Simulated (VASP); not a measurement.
# As (Fm-3m) in VASP: a series of runs, part 2 of 2

VASP 6.6.1. The steps go on from the part before.

## 3. Single point, r2SCAN (volume scaled by 0.88)

POSCAR

```
As
1.0
    0.0000000000      2.0333307634      2.0333307634
    2.0333307634      0.0000000000      2.0333307634
    2.0333307634      2.0333307634      0.0000000000
As
1
Direct
    0.0000000000      0.0000000000      0.0000000000
```

INCAR.step1

```
PREC = Accurate
ENCUT = 520
ISMEAR = -1
SIGMA = 0.1
LREAL = False
LASPH = True
NELM = 80
NBANDS = 8
GGA = PE
ALGO = Normal
EDIFF = 1E-4
LWAVE = True
LCHARG = False
```

INCAR.step2

```
PREC = Accurate
ENCUT = 520
EDIFF = 1E-6
ISMEAR = -1
SIGMA = 0.1
LREAL = False
LASPH = True
NELM = 80
ALGO = Normal
ISIF = 2
LWAVE = False
LCHARG = False
METAGGA = R2SCAN
LMIXTAU = True
NBANDS = 8
ISTART = 1
```

KPOINTS

```
Automatic mesh
0
Gamma
  14 14 14
```

Potentials or basis: VASP PAW PBE potentials, release 64 (As).

Launch:

```bash
> cat potpaw_PBE.64/As/POTCAR > POTCAR
> cp INCAR.step1 INCAR
> mpirun -np 1 vasp_std > vasp.out
> cp INCAR.step2 INCAR
> mpirun -np 1 vasp_std > vasp.out
```

OUTCAR:

```text
PREC = Accurate
   ENCUT = 520
   EDIFF = 1E-6
   ISMEAR = -1
   LREAL = False
   LASPH = True
   NELM = 80
   ISIF = 2
   METAGGA = R2SCAN
   ISTART = 1

 ion  position               nearest neighbor table
   1  0.000  0.000  0.000-

  LATTYP: Found a face centered cubic cell.
 ALAT       =     4.0666615268

  Lattice vectors:

 A1 = (   0.0000000000,   2.0333307634,   2.0333307634)
 A2 = (   2.0333307634,   0.0000000000,   2.0333307634)
[... 442 lines left out ...]
      7      24.9126      0.00000
      8      25.1966      0.00000

 [... further k-points ...]

------------------------ aborting loop because EDIFF is reached ----------------------------------------

  FORCE on cell =-STRESS in cart. coord.  units (eV):
  Direction    XX          YY          ZZ          XY          YZ          ZX
  --------------------------------------------------------------------------------------
  -------------------------------------------------------------------------------------
  Total        1.4478623      1.4478623      1.4478623     -0.0000000      0.0000000      0.0000000
  in kB      137.9697125    137.9697125    137.9697125     -0.0000000      0.0000000      0.0000000
  external PRESSURE =     137.9697125 kB  Pullay stress =       0.0000000 kB

 VOLUME and BASIS-vectors are now :
 -----------------------------------------------------------------------------
  energy-cutoff  :      520.00
  volume of cell :       16.81
      direct lattice vectors                 reciprocal lattice vectors
     0.000000000  2.033330763  2.033330763    -0.245901950  0.245901950  0.245901950
     2.033330763  0.000000000  2.033330763     0.245901950 -0.245901950  0.245901950
     2.033330763  2.033330763  0.000000000     0.245901950  0.245901950 -0.245901950

 POSITION                                       TOTAL-FORCE (eV/Angst)
 -----------------------------------------------------------------------------------
      0.00000      0.00000      0.00000         0.000000      0.000000      0.000000
 -----------------------------------------------------------------------------------
    total drift:                                0.000000     -0.000000     -0.000000

  FREE ENERGIE OF THE ION-ELECTRON SYSTEM (eV)
  ---------------------------------------------------
  free  energy   TOTEN  =       -13.8729083499 eV

  energy  without entropy=      -13.8511240986  energy(sigma->0) =      -13.86201622
```

OSZICAR.step1:

```text
N       E                     dE             d eps       ncg     rms          rms(c)
DAV:   1     0.219252019011E+01    0.21925E+01   -0.23338E+03  1696   0.487E+02
DAV:   2    -0.398620706456E+01   -0.61787E+01   -0.59660E+01  2336   0.499E+01
DAV:   3    -0.403286423552E+01   -0.46657E-01   -0.46453E-01  1920   0.462E+00
DAV:   4    -0.403288535220E+01   -0.21117E-04   -0.21117E-04  2648   0.112E-01
DAV:   5    -0.403288535350E+01   -0.12965E-08   -0.11745E-08  1896   0.512E-04    0.243E+00
DAV:   6    -0.402907901496E+01    0.38063E-02   -0.11976E-03  2064   0.184E-01    0.144E+00
DAV:   7    -0.402705615584E+01    0.20229E-02   -0.24826E-03  1912   0.265E-01    0.364E-02
DAV:   8    -0.402705921377E+01   -0.30579E-05   -0.21760E-05  1256   0.390E-02
   1 F= -.40270592E+01 E0= -.40160704E+01  d E =-.219775E-01
```

Wall time 50 s (1 thread of AMD EPYC 9R45 (Zen 5), shared host); peak memory 0.11 GiB.

What came out:

```
Free energy : -13.8729 eV
Pressure    : 13.8 GPa
```

Caveat: the PAW data sets were made with another functional, which shifts forces and pressure a little.

## 4. Single point, r2SCAN (volume scaled by 0.92)

POSCAR

```
As
1.0
    0.0000000000      2.0636834587      2.0636834587
    2.0636834587      0.0000000000      2.0636834587
    2.0636834587      2.0636834587      0.0000000000
As
1
Direct
    0.0000000000      0.0000000000      0.0000000000
```

INCAR.step1

```
SYSTEM = As
PREC = Accurate
ENCUT = 520
ISMEAR = -1
SIGMA = 0.1
LREAL = .FALSE.
LASPH = .TRUE.
NELM = 80
NBANDS = 8
GGA = PE
ALGO = Normal
EDIFF = 1E-4
LWAVE = .TRUE.
LCHARG = .FALSE.
```

INCAR.step2

```
SYSTEM = As
PREC = Accurate
ENCUT = 520
EDIFF = 1E-7
ISMEAR = -1
SIGMA = 0.1
LREAL = .FALSE.
LASPH = .TRUE.
NELM = 80
ALGO = Normal
ISIF = 2
LWAVE = .FALSE.
LCHARG = .FALSE.
METAGGA = R2SCAN
LMIXTAU = .TRUE.
NBANDS = 8
ISTART = 1
```

KPOINTS

```
regular mesh
0
G
  14 14 14
  0 0 0
```

Launch:

```bash
> cat potpaw_PBE.64/As/POTCAR > POTCAR
> cp INCAR.step1 INCAR
> mpirun -np 1 vasp_std > vasp.out
> cp INCAR.step2 INCAR
> mpirun -np 1 vasp_std > vasp.out
```

Wall time 60 s (1 thread of AMD EPYC 9R45 (Zen 5), shared host); peak memory 0.11 GiB.

The run converged. Its results:

```yaml
Free_energy: -13.9247 eV
Pressure: 8.1 GPa
```

Levels at points of the mesh, in eV from the Fermi level:
```tsv
k point	band 1	band 2	band 3	band 4	band 5	band 6	band 7
(0.00, 0.00, 0.00)	-16.74	6.69	6.69	6.69	13.22	13.22	13.22
(0.50, 0.00, 0.00)	-11.51	-7.79	4.64	4.64	11.01	12.06	12.06
(0.50, 0.50, 0.00)	-9.20	-6.61	0.51	0.51	5.64	5.82	26.16
```

Caveat: the PAW data sets were made with another functional, which shifts forces and pressure a little.

## 5. Single point, r2SCAN (volume scaled by 0.96)

POSCAR

```
As
1.0
    0.0000000000      2.0931686345      2.0931686345
    2.0931686345      0.0000000000      2.0931686345
    2.0931686345      2.0931686345      0.0000000000
As
1
Direct
    0.0000000000      0.0000000000      0.0000000000
```

INCAR.step1

```
PREC = Accurate
ENCUT = 520
ISMEAR = -1
SIGMA = 0.1
LREAL = F
LASPH = T
NELM = 60
NBANDS = 8
GGA = PE
ALGO = Normal
EDIFF = 1E-4
LWAVE = T
LCHARG = F
```

INCAR.step2

```
PREC = Accurate
ENCUT = 520
EDIFF = 1E-6
ISMEAR = -1
SIGMA = 0.1
LREAL = F
LASPH = T
NELM = 60
ALGO = Normal
ISIF = 2
LWAVE = F
LCHARG = F
METAGGA = R2SCAN
LMIXTAU = T
NBANDS = 8
ISTART = 1
```

KPOINTS

```
Automatic mesh
0
Gamma
  14 14 14
```

Launch:

```bash
> cat potpaw_PBE.64/As/POTCAR > POTCAR
> cp INCAR.step1 INCAR
> mpirun -np 1 vasp_std > vasp.out
> cp INCAR.step2 INCAR
> mpirun -np 1 vasp_std > vasp.out
```

Wall time 51 s (1 thread of AMD EPYC 9R45 (Zen 5), shared host); peak memory 0.11 GiB.

It converged, with:

```yaml
Free_energy: -13.9521 eV
Pressure: 3.5 GPa
```

Levels at points of the mesh, in eV from the Fermi level:
```
           k point  band 1  band 2  band 3  band 4  band 5
(0.00, 0.00, 0.00)  -16.32    6.31    6.31    6.31   13.04
(0.50, 0.00, 0.00)  -11.39   -7.45    4.37    4.37   10.67
(0.50, 0.50, 0.00)   -9.23   -6.32    0.47    0.47    5.60
```

Caveat: the PAW data sets were made with another functional, which shifts forces and pressure a little.

## 6. The runs side by side

| cell | k mesh | gap on the mesh (eV) | pressure (GPa) |
| --- | --- | --- | --- |
| a = 3.001 Å, angles 60.0°, 1 atom | 13 × 13 × 13 | none | -0.1 |
| a = 2.876 Å, angles 60.0°, 1 atom | 14 × 14 × 14 | none | 13.8 |
| a = 2.918 Å, angles 60.0°, 1 atom | 14 × 14 × 14 | none | 8.1 |
| a = 2.960 Å, angles 60.0°, 1 atom | 14 × 14 × 14 | none | 3.5 |

Alike in all rows: task single point; level r2SCAN; potentials or basis VASP PAW PBE potentials, release 64 (As); no spin polarisation; cutoff (eV) 520; smearing fermi-dirac 0.1 eV.

Caveats: the PAW data sets were made with another functional, which shifts forces and pressure a little.

Absolute energies hang on the potentials; compare differences alone.
